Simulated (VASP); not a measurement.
# Al2Pt (Fm-3m) in VASP: single point with PBEsol

Aim: the single point of Al2Pt with PBEsol.

All numbers are computed with VASP 6.6.1; they aren't measurements. Logs are shortened: lines on timing, memory, paths and dates and some standing lists are left out, and cuts for length are marked.

### 1 The cell of the first run

It takes space group Fm-3m (No. 225, cubic). Conventional cell: a = 5.910 Å, b = 5.910 Å, c = 5.910 Å, α = 90.00°, β = 90.00°, γ = 90.00°. Al (site symmetry -43m) has 4 Pt at 2.56 Å and 6 Al at 2.96 Å within 3.4 Å. Within 3.4 Å of Pt (site symmetry m-3m) lie 8 Al at 2.56 Å.

### 2 Single point, PBEsol

Input file INCAR:

```
SYSTEM = Al2Pt
ALGO = Normal ; EDIFF = 1E-6
ENCUT = 520 ; GGA = PS
ISIF = 2 ; ISMEAR = 0
LASPH = .TRUE. ; LCHARG = .TRUE.
LELF = .TRUE. ; LREAL = .FALSE.
LVHAR = .TRUE. ; LWAVE = .FALSE.
NBANDS = 15 ; NELM = 100
PREC = Accurate ; SIGMA = 0.1
```

Input file KPOINTS:

```
k-points
0
G
  6 6 6
  0 0 0
```

Input file POSCAR:

```
Al2Pt
1.0
    0.0000000000      2.9550000000      2.9550000000
    2.9550000000      0.0000000000      2.9550000000
    2.9550000000      2.9550000000      0.0000000000
Al Pt
2 1
Direct
    0.2500000000      0.2500000000      0.2500000000
    0.7500000000      0.7500000000      0.7500000000
    0.0000000000      0.0000000000      0.0000000000
```

Potentials or basis: VASP PAW PBE potentials, release 64 (Al, Pt).

Launch:

```sh
> cat potpaw_PBE.64/Al/POTCAR potpaw_PBE.64/Pt/POTCAR > POTCAR
> mpirun -np 1 vasp_std > vasp.out
```

OUTCAR:

```text
SYSTEM = Al2Pt
   EDIFF = 1E-6
   ENCUT = 520
   GGA = PS
   ISIF = 2
   ISMEAR = 0
   LASPH = .TRUE.
   LREAL = .FALSE.
   NELM = 100
   PREC = Accurate

 ion  position               nearest neighbor table
   1  0.250  0.250  0.250-   3 2.56   3 2.56   3 2.56   3 2.56   2 2.96   2 2.96   2 2.96   2 2.96
                             2 2.96   2 2.96
   2  0.750  0.750  0.750-   3 2.56   3 2.56   3 2.56   3 2.56   1 2.96   1 2.96   1 2.96   1 2.96
                             1 2.96   1 2.96
   3  0.000  0.000  0.000-   2 2.56   2 2.56   2 2.56   1 2.56   2 2.56   1 2.56   1 2.56   1 2.56

  LATTYP: Found a face centered cubic cell.
 ALAT       =     5.9100000000

  Lattice vectors:

 A1 = (   0.0000000000,   2.9550000000,   2.9550000000)
 A2 = (   2.9550000000,   0.0000000000,   2.9550000000)
 A3 = (   2.9550000000,   2.9550000000,   0.0000000000)

Analysis of symmetry for initial positions (statically):
=====================================================================
 Subroutine PRICEL returns:
 Original cell was already a primitive cell.

 Routine SETGRP: Setting up the symmetry group for a
 face centered cubic supercell.

 Subroutine GETGRP returns: Found 48 space group operations
 (whereof 48 operations were pure point group operations)
 out of a pool of 48 trial point group operations.

The static configuration has the point symmetry O_h .

Analysis of symmetry for dynamics (positions and initial velocities):
=====================================================================
 Subroutine PRICEL returns:
 Original cell was already a primitive cell.

 Routine SETGRP: Setting up the symmetry group for a
 face centered cubic supercell.

 Subroutine GETGRP returns: Found 48 space group operations
 (whereof 48 operations were pure point group operations)
 out of a pool of 48 trial point group operations.

The dynamic configuration has the point symmetry O_h .

 Subroutine INISYM returns: Found 48 space group operations
 (whereof 48 operations are pure point group operations),
 and found     1 'primitive' translations

----------------------------------------------------------------------------------------

                                     Primitive cell

  volume of cell :      51.6063

  direct lattice vectors                    reciprocal lattice vectors
     0.000000000  2.955000000  2.955000000    -0.169204738  0.169204738  0.169204738
     2.955000000  0.000000000  2.955000000     0.169204738 -0.169204738  0.169204738
     2.955000000  2.955000000  0.000000000     0.169204738  0.169204738 -0.169204738
[... 89 lines left out ...]
   NUPDOWN=      -1.0000    fix difference up-down
   EMIN   =  10.00;   EMAX   =-10.00  energy-range for DOS
   EFERMI =   0.00;   METHOD = LEGACY
   ISMEAR =     0;   SIGMA  =   0.10  broadening in eV -4-tet -1-fermi 0-gaus
   EFERMI_NEDOS =   21; number of points for ismear=-14 and -15
   IALGO  =     38    algorithm
   IMIX   =      4    mixing-type and parameters
     AMIX     =   0.40;   BMIX     =  1.00
     AMIX_MAG =   1.60;   BMIX_MAG =  1.00
  volume/ion in A,a.u.               =      17.20       116.09
  Fermi-wavevector in a.u.,A,eV,Ry     =   1.108019  2.093853 16.703966  1.227707
  Thomas-Fermi vector in A             =   2.244541
   LORBIT       =      0    0 simple, 1 ext, 2 COOP (PROOUT), +10 PAW based schemes
   GGA     = PS    functional components
   LHFCALC =     F    Hartree Fock is set to
   AEXX    =    0.0000 exact exchange contribution
   IVDW    =     0    specifies the selected vdW correction
   LEPSILON=     F    determine dielectric tensor
   LRPA    =     F    only Hartree local field effects (RPA)
 non-spin polarized calculation
 Gauss-broadening in eV      SIGMA  =   0.10
  energy-cutoff  :      520.00
  volume of cell :       51.61
 maximum number of plane-waves:      1411
   NGX = 15   NGY = 15   NGZ = 15

 number of electron      16.0000000 magnetization

 Free energy of the ion-electron system (eV)
  ---------------------------------------------------
  ext. energy  EPLUGINS =         0.00000000
  ---------------------------------------------------
  free energy    TOTEN  =       -17.77994230 eV

  energy without entropy =      -17.77701739  energy(sigma->0) =      -17.77847984

 E-fermi :   7.8141     XC(G=0): -10.8120

 val. band max:        7.7619918309   @ k =  -0.3333   0.3333   0.0000
 cond. band min:       8.0248973779   @ k =   0.5000   0.3333   0.1667
 fundamental gap:      0.2629055470
 Fermi energy:         7.8140850938

 k-point     1 :       0.0000    0.0000    0.0000
  band No.  band energies     occupation
      1      -2.4451      2.00000
      2       2.7272      2.00000
      3       2.7272      2.00000
      4       2.7272      2.00000
      5       4.0830      2.00000
      6       4.0830      2.00000
      7      10.7828      0.00000
      8      11.5835      0.00000
      9      11.5835      0.00000
     10      11.5835      0.00000
     11      13.2143      0.00000
     12      13.2143      0.00000
     13      13.2143      0.00000
     14      14.1203      0.00000
[... 257 lines left out ...]
      2       1.8538      2.00000
      3       1.9538      2.00000
      4       3.2602      2.00000
      5       3.9925      2.00000
      6       4.4954      2.00000
      7       4.5180      2.00000
      8       5.5467      2.00000
      9       6.7773      2.00000
     10      11.9645      0.00000
     11      12.4571      0.00000
     12      14.2032      0.00000
     13      15.8443      0.00000
     14      17.8969      0.00000
     15      19.1429      0.00000

------------------------ aborting loop because EDIFF is reached ----------------------------------------

  FORCE on cell =-STRESS in cart. coord.  units (eV):
  Direction    XX          YY          ZZ          XY          YZ          ZX
  --------------------------------------------------------------------------------------
  -------------------------------------------------------------------------------------
  Total       -0.3385579     -0.3385579     -0.3385579      0.0000000      0.0000000      0.0000000
  in kB      -10.5109284    -10.5109284    -10.5109284      0.0000000      0.0000000      0.0000000
  external PRESSURE =     -10.5109284 kB  Pullay stress =       0.0000000 kB

 VOLUME and BASIS-vectors are now :
 -----------------------------------------------------------------------------
  energy-cutoff  :      520.00
  volume of cell :       51.61
      direct lattice vectors                 reciprocal lattice vectors
     0.000000000  2.955000000  2.955000000    -0.169204738  0.169204738  0.169204738
     2.955000000  0.000000000  2.955000000     0.169204738 -0.169204738  0.169204738
     2.955000000  2.955000000  0.000000000     0.169204738  0.169204738 -0.169204738

 POSITION                                       TOTAL-FORCE (eV/Angst)
 -----------------------------------------------------------------------------------
      1.47750      1.47750      1.47750         0.000000      0.000000      0.000000
      4.43250      4.43250      4.43250        -0.000000     -0.000000     -0.000000
      0.00000      0.00000      0.00000        -0.000000     -0.000000     -0.000000
 -----------------------------------------------------------------------------------
    total drift:                                0.000000     -0.000000      0.000000

  FREE ENERGIE OF THE ION-ELECTRON SYSTEM (eV)
  ---------------------------------------------------
  free  energy   TOTEN  =       -17.7799422999 eV

  energy  without entropy=      -17.7770173870  energy(sigma->0) =      -17.77847984
```

It took 8.3 s on 1 thread of Intel Xeon Platinum 8488C (Sapphire Rapids), shared host; peak memory 0.16 GiB.

What came out:

```
Free energy            : -17.7799 eV
Pressure               : -1.1 GPa
Band gap on the k mesh : zero (band 8 reaches 11.58 eV, above the bottom of band 9 at 6.19 eV)
```

Levels at points of the mesh, in eV from the Fermi level:
| k point | band 5 | band 6 | band 7 | band 8 | band 9 | band 10 | band 11 | band 12 |
| --- | --- | --- | --- | --- | --- | --- | --- | --- |
| (0.00, 0.00, 0.00) | -3.73 | -3.73 | 2.97 | 3.77 | 3.77 | 3.77 | 5.40 | 5.40 |
| (0.50, 0.00, 0.00) | -3.75 | -3.51 | -3.51 | 1.00 | 1.00 | 3.71 | 5.13 | 5.13 |
| (0.50, 0.50, 0.00) | -3.82 | -3.46 | -3.23 | -1.63 | -1.63 | 3.14 | 3.29 | 8.06 |

Caveat: the PAW data sets were made with another functional, which shifts forces and pressure a little; spin-orbit coupling is left out, which moves the levels of the heavy elements.
